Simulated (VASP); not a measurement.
# LiTbH4 (F-43m) in VASP: single point with PBE

Aim: the single point of LiTbH4 with PBE.

Program: VASP 6.6.1. These are calculated values, not measurements. Logs are shortened: lines on timing, memory, paths and dates and some standing lists are left out, and cuts for length are marked.

**1. The cell of the first run**

The structure is cubic, space group F-43m (No. 216). Conventional cell: a = 5.946 Å, b = 5.946 Å, c = 5.946 Å, α = 90.00°, β = 90.00°, γ = 90.00°. Li (site symmetry -43m) has 12 H at 2.47 Å and 4 Tb at 2.57 Å within 3.3 Å. Within 3.3 Å of Tb (site symmetry -43m) lie 12 H at 2.46 Å and 4 Li at 2.57 Å. H (site symmetry 3m) has 6 H at 2.08 to 2.13 Å and 3 Tb at 2.46 Å and 3 Li at 2.47 Å within 2.8 Å.

**2. Single point, PBE**

Contents of POSCAR:

```
LiTbH4
1.0
    0.0000000000      2.9729853123      2.9729853123
    2.9729853123      0.0000000000      2.9729853123
    2.9729853123      2.9729853123      0.0000000000
Li Tb H
1 1 4
Direct
    0.2500000000      0.2500000000      0.2500000000
    0.0000000000      0.0000000000      0.0000000000
    0.6264418668      0.6264418668      0.1206743995
    0.6264418668      0.1206743995      0.6264418668
    0.1206743995      0.6264418668      0.6264418668
    0.6264418668      0.6264418668      0.6264418668
```

Contents of INCAR.step1:

```
SYSTEM = LiTbH4
ALGO = Normal ; EDIFF = 1E-6
ENCUT = 650 ; GGA = PE
GGA_COMPAT = .FALSE. ; ISIF = 2
ISMEAR = 0 ; LASPH = .TRUE.
LCHARG = .TRUE. ; LMAXMIX = 6
LORBIT = 11 ; LREAL = .FALSE.
LWAVE = .FALSE. ; NBANDS = 17
NEDOS = 2001 ; NELM = 200
PREC = Accurate ; SIGMA = 0.02
```

Contents of KPOINTS.step1:

```
k-points
0
G
  8 8 8
  0 0 0
```

Contents of INCAR.step2:

```
SYSTEM = LiTbH4
ALGO = Normal ; EDIFF = 1E-6
ENCUT = 650 ; GGA = PE
GGA_COMPAT = .FALSE. ; ICHARG = 11
ISIF = 2 ; ISMEAR = -5
LASPH = .TRUE. ; LCHARG = .FALSE.
LMAXMIX = 6 ; LORBIT = 11
LREAL = .FALSE. ; LWAVE = .FALSE.
NBANDS = 17 ; NEDOS = 1001
NELM = 200 ; PREC = Accurate
SIGMA = 0.02
```

Contents of KPOINTS.step2:

```
k-points
0
G
  12 12 12
  0 0 0
```

Potentials or basis: VASP PAW PBE potentials, release 64 (Li_sv, Tb_3, H), 4f in core.

Run with:

```bash
$ cat potpaw_PBE.64/Li_sv/POTCAR potpaw_PBE.64/Tb_3/POTCAR potpaw_PBE.64/H/POTCAR > POTCAR
$ cp INCAR.step1 INCAR
$ cp KPOINTS.step1 KPOINTS
$ mpirun -np 1 vasp_std > vasp.out
$ cp INCAR.step2 INCAR
$ cp KPOINTS.step2 KPOINTS
$ mpirun -np 1 vasp_std > vasp.out
```

OUTCAR:

```text
SYSTEM = LiTbH4
   EDIFF = 1E-6
   ENCUT = 650
   GGA = PE
   ICHARG = 11
   ISIF = 2
   ISMEAR = -5
   LASPH = .TRUE.
   LORBIT = 11
   LREAL = .FALSE.
   NELM = 200
   PREC = Accurate

 ion  position               nearest neighbor table
   1  0.250  0.250  0.250-   2 2.57   2 2.57   2 2.57   2 2.57
   2  0.000  0.000  0.000-   1 2.57   1 2.57   1 2.57   1 2.57
   3  0.626  0.626  0.121-
   4  0.626  0.121  0.626-
   5  0.121  0.626  0.626-
   6  0.626  0.626  0.626-

  LATTYP: Found a face centered cubic cell.
 ALAT       =     5.9459706246

  Lattice vectors:

 A1 = (   0.0000000000,   2.9729853123,   2.9729853123)
 A2 = (   2.9729853123,   0.0000000000,   2.9729853123)
 A3 = (   2.9729853123,   2.9729853123,   0.0000000000)

Analysis of symmetry for initial positions (statically):
=====================================================================
 Subroutine PRICEL returns:
 Original cell was already a primitive cell.

 Routine SETGRP: Setting up the symmetry group for a
 face centered cubic supercell.

 Subroutine GETGRP returns: Found 24 space group operations
 (whereof 24 operations were pure point group operations)
 out of a pool of 48 trial point group operations.

The static configuration has the point symmetry T_d .

Analysis of symmetry for dynamics (positions and initial velocities):
=====================================================================
 Subroutine PRICEL returns:
 Original cell was already a primitive cell.

 Routine SETGRP: Setting up the symmetry group for a
 face centered cubic supercell.

 Subroutine GETGRP returns: Found 24 space group operations
 (whereof 24 operations were pure point group operations)
 out of a pool of 48 trial point group operations.

The dynamic configuration has the point symmetry T_d .

 Subroutine INISYM returns: Found 24 space group operations
 (whereof 24 operations are pure point group operations),
 and found     1 'primitive' translations

----------------------------------------------------------------------------------------

                                     Primitive cell

  volume of cell :      52.5543

  direct lattice vectors                    reciprocal lattice vectors
     0.000000000  2.972985312  2.972985312    -0.168181120  0.168181120  0.168181120
     2.972985312  0.000000000  2.972985312     0.168181120 -0.168181120  0.168181120
     2.972985312  2.972985312  0.000000000     0.168181120  0.168181120 -0.168181120

  length of vectors
     4.204436149  4.204436149  4.204436149     0.291298245  0.291298245  0.291298245

  position of ions in fractional coordinates (direct lattice)
     0.250000000  0.250000000  0.250000000
     0.000000000  0.000000000  0.000000000
     0.626441867  0.626441867  0.120674399
     0.626441867  0.120674399  0.626441867
     0.120674399  0.626441867  0.626441867
     0.626441867  0.626441867  0.626441867

  ion indices of the primitive-cell ions
   primitive index   ion index
                 1           1
                 2           2
                 3           3
                 4           4
                 5           5
                 6           6

----------------------------------------------------------------------------------------

 KPOINTS: k-points

Automatic generation of k-mesh.
 Grid dimensions read from file:
 generate k-points for:   12   12   12

 Generating k-lattice:

  Cartesian coordinates                     Fractional coordinates (reciprocal lattice)
    -0.014015093  0.014015093  0.014015093     0.083333333  0.000000000  0.000000000
     0.014015093 -0.014015093  0.014015093     0.000000000  0.083333333  0.000000000
     0.014015093  0.014015093 -0.014015093     0.000000000  0.000000000  0.083333333

  Length of vectors
     0.024274854  0.024274854  0.024274854

  Shift w.r.t. Gamma in fractional coordinates (k-lattice)
     0.000000000  0.000000000  0.000000000

 TETIRR: Found    247 inequivalent tetrahedra from    10368

 Subroutine IBZKPT returns following result:
 ===========================================

 Found     72 irreducible k-points:

 Following reciprocal coordinates:
            Coordinates               Weight
  0.000000  0.000000  0.000000      1.000000
  0.083333  0.000000  0.000000      8.000000
  0.166667  0.000000  0.000000      8.000000
  0.250000  0.000000  0.000000      8.000000
  0.333333  0.000000  0.000000      8.000000
  0.416667  0.000000  0.000000      8.000000
[... 16 lines left out ...]
  0.500000  0.166667  0.000000     24.000000
 -0.416667  0.166667  0.000000     24.000000
 [... further k-points ...]
   k-points           NKPTS =     72   k-points in BZ     NKDIM =     72   number of bands    NBANDS=     17
   number of dos      NEDOS =   1001   number of ions     NIONS =      6
   total plane-waves  NPLWV =  46656
   dimension x,y,z NGX =    36 NGY =   36 NGZ =   36
   dimension x,y,z NGXF=    72 NGYF=   72 NGZF=   72
   ions per type =               1   1   4
   NGX,Y,Z   is equivalent  to a cutoff of  14.23, 14.23, 14.23 a.u.
   NGXF,Y,Z  is equivalent  to a cutoff of  28.47, 28.47, 28.47 a.u.
 SYSTEM =  LiTbH4
   PREC   = accura    normal or accurate (medium, high low for compatibility)
   ISTART =      0    job   : 0-new  1-cont  2-samecut
   ICHARG =     11    charge: 1-file 2-atom 10-const
   ISPIN  =      1    spin polarized calculation?
   LNONCOLLINEAR =      F non collinear calculations
   LSORBIT =      F    spin-orbit coupling
   LASPH  =      T    aspherical Exc in radial PAW
   ENCUT  =  650.0 eV  47.77 Ry    6.91 a.u.   8.74  8.74  8.74*2*pi/ulx,y,z
   NELM   =    200;   NELMIN=  2; NELMDL=  0     # of ELM steps
   EDIFF  = 0.1E-05   stopping-criterion for ELM
   LREAL  =      F    real-space projection
   EDIFFG = 0.1E-04   stopping-criterion for IOM
   NSW    =      0    number of steps for IOM
   IBRION =     -1    ionic relax: 0-MD 1-quasi-New 2-CG
   NFREE  =      0    steps in history (QN), initial steepest desc. (CG)
   ISIF   =      2    stress and relaxation
   ISYM   =      2    0-nonsym 1-usesym 2-fastsym
   POTIM  = 0.5000    time-step for ionic-motion
   TEBEG  =    0.0;   TEEND  =   0.0 temperature during run
   PSTRESS=    0.0 pullay stress
   NELECT =      16.0000    total number of electrons
   NUPDOWN=      -1.0000    fix difference up-down
   EMIN   =  10.00;   EMAX   =-10.00  energy-range for DOS
   EFERMI =   0.00;   METHOD = LEGACY
   ISMEAR =    -5;   SIGMA  =   0.02  broadening in eV -4-tet -1-fermi 0-gaus
   EFERMI_NEDOS =   21; number of points for ismear=-14 and -15
   IALGO  =     38    algorithm
   IMIX   =      4    mixing-type and parameters
     AMIX     =   0.40;   BMIX     =  1.00
     AMIX_MAG =   1.60;   BMIX_MAG =  1.00
  volume/ion in A,a.u.               =       8.76        59.11
  Fermi-wavevector in a.u.,A,eV,Ry     =   1.101316  2.081186 16.502473  1.212898
  Thomas-Fermi vector in A             =   2.237742
   LORBIT       =     11    0 simple, 1 ext, 2 COOP (PROOUT), +10 PAW based schemes
   GGA     = PE    functional components
   LHFCALC =     F    Hartree Fock is set to
   AEXX    =    0.0000 exact exchange contribution
   IVDW    =     0    specifies the selected vdW correction
   LEPSILON=     F    determine dielectric tensor
   LRPA    =     F    only Hartree local field effects (RPA)
 non-spin polarized calculation
 Fermi weights with tetrahedron method with Bloechl corrections
  energy-cutoff  :      650.00
  volume of cell :       52.55
 maximum number of plane-waves:      2006

 number of electron      15.9999998 magnetization

 Free energy of the ion-electron system (eV)
  ---------------------------------------------------
  ext. energy  EPLUGINS =         0.00000000
  ---------------------------------------------------
  free energy    TOTEN  =       -18.47157839 eV

  energy without entropy =      -18.47157839  energy(sigma->0) =      -18.47157839

 E-fermi :   2.0792     XC(G=0): -10.0199

 val. band max:        2.0322106729   @ k =   0.5000   0.5000   0.0000
 cond. band min:       2.6505463176   @ k =   0.3333   0.3333   0.0000
 fundamental gap:      0.6183356448
 Fermi energy:         2.0791858344

 k-point     1 :       0.0000    0.0000    0.0000
  band No.  band energies     occupation
      1     -44.8751      2.00000
      2     -19.8248      2.00000
      3     -19.8248      2.00000
      4     -19.8248      2.00000
      5      -5.4986      2.00000
      6       1.4679      2.00000
[... 9 lines left out ...]
     16      13.7052      0.00000
     17      14.6035      0.00000

 k-point     2 :       0.0833    0.0000    0.0000
  band No.  band energies     occupation
      1     -44.8751      2.00000
      2     -19.8371      2.00000
      3     -19.8265      2.00000
      4     -19.8265      2.00000
      5      -5.4044      2.00000
      6       1.2907      2.00000
[... 9 lines left out ...]
     16      13.1197      0.00000
     17      13.6890      0.00000

 k-point     3 :       0.1667    0.0000    0.0000
  band No.  band energies     occupation
      1     -44.8754      2.00000
      2     -19.8705      2.00000
      3     -19.8312      2.00000
      4     -19.8312      2.00000
      5      -5.1296      2.00000
      6       0.8235      2.00000
[... 392 lines left out ...]
 k-point    23 :       0.5000    0.1667    0.0000
  band No.  band energies     occupation
      1     -44.8763      2.00000
      2     -19.9865      2.00000
      3     -19.8743      2.00000
      4     -19.8621      2.00000
      5      -3.2322      2.00000
      6      -1.4658      2.00000
[... 9 lines left out ...]
     16      10.9692      0.00000
     17      13.2535      0.00000

 k-point    24 :      -0.4167    0.1667    0.0000
  band No.  band energies     occupation
      1     -44.8763      2.00000
      2     -19.9888      2.00000
      3     -19.8802      2.00000
      4     -19.8578      2.00000
      5      -3.1143      2.00000
      6      -1.5679      2.00000
[... 9 lines left out ...]
     16      11.3795      0.00000
     17      13.6240      0.00000

 [... further k-points ...]

------------------------ aborting loop because EDIFF is reached ----------------------------------------

  FORCE on cell =-STRESS in cart. coord.  units (eV):
  Direction    XX          YY          ZZ          XY          YZ          ZX
  --------------------------------------------------------------------------------------
  -------------------------------------------------------------------------------------
  Total       -0.0240641     -0.0240641     -0.0240641     -0.0000000     -0.0000000      0.0000000
  in kB       -0.7336222     -0.7336222     -0.7336222     -0.0000000     -0.0000000      0.0000000
  external PRESSURE =      -0.7336222 kB  Pullay stress =       0.0000000 kB

 VOLUME and BASIS-vectors are now :
 -----------------------------------------------------------------------------
  energy-cutoff  :      650.00
  volume of cell :       52.55
      direct lattice vectors                 reciprocal lattice vectors
     0.000000000  2.972985312  2.972985312    -0.168181120  0.168181120  0.168181120
     2.972985312  0.000000000  2.972985312     0.168181120 -0.168181120  0.168181120
     2.972985312  2.972985312  0.000000000     0.168181120  0.168181120 -0.168181120

 POSITION                                       TOTAL-FORCE (eV/Angst)
 -----------------------------------------------------------------------------------
      1.48649      1.48649      1.48649         0.000000      0.000000      0.000000
      0.00000      0.00000      0.00000         0.000000      0.000000      0.000000
      2.22117      2.22117      3.72480         0.000066      0.000066     -0.000066
      2.22117      3.72480      2.22117         0.000066     -0.000066      0.000066
      3.72480      2.22117      2.22117        -0.000066      0.000066      0.000066
      3.72480      3.72480      3.72480        -0.000066     -0.000066     -0.000066
 -----------------------------------------------------------------------------------
    total drift:                                0.000000      0.000000      0.000000

  FREE ENERGIE OF THE ION-ELECTRON SYSTEM (eV)
  ---------------------------------------------------
  free  energy   TOTEN  =       -18.4715783935 eV

  energy  without entropy=      -18.4715783935  energy(sigma->0) =      -18.47157839

 total charge

# of ion       s       p       d       tot
------------------------------------------
    1        2.037   0.073   0.000   2.111
    2        0.265   6.470   1.231   7.966
    3        0.473   0.007   0.000   0.480
    4        0.473   0.007   0.000   0.480
    5        0.473   0.007   0.000   0.480
    6        0.473   0.007   0.000   0.480
--------------------------------------------------
tot          4.196   6.572   1.231  11.999
```

Run time: 2.2 min. Hardware: 1 thread of Intel Xeon Platinum 8375C at 2.90GHz (Ice Lake), shared host; peak memory 0.25 GiB.

What came out:

```yaml
Valence_electrons_inside_the_program's_atomic_spheres: Li 2.11; Tb 7.97; H 0.48
```

Levels at points of the mesh, in eV from the valence-band top:
| k point | band 4 | band 5 | band 6 | band 7 | band 8 | band 9 | band 10 | band 11 | band 12 | band 13 |
| --- | --- | --- | --- | --- | --- | --- | --- | --- | --- | --- |
| (0.00, 0.00, 0.00) | -21.86 | -7.53 | -0.56 | -0.56 | -0.56 | 2.98 | 2.98 | 3.16 | 3.16 | 3.16 |
| (0.50, 0.00, 0.00) | -21.88 | -5.34 | -3.51 | -1.09 | -1.09 | 3.59 | 3.59 | 4.29 | 4.42 | 5.02 |
| (0.50, 0.50, 0.00) | -21.93 | -5.03 | -3.98 | 0.00 | 0.00 | 0.88 | 4.09 | 4.16 | 4.16 | 4.30 |

Caveat: spin-orbit coupling is left out, which moves the levels of the heavy elements; the 4f electrons are frozen in the core, so they carry no moment and show no levels. Spin polarisation is off, so any magnetic state and its effect on volume and gap are missing.
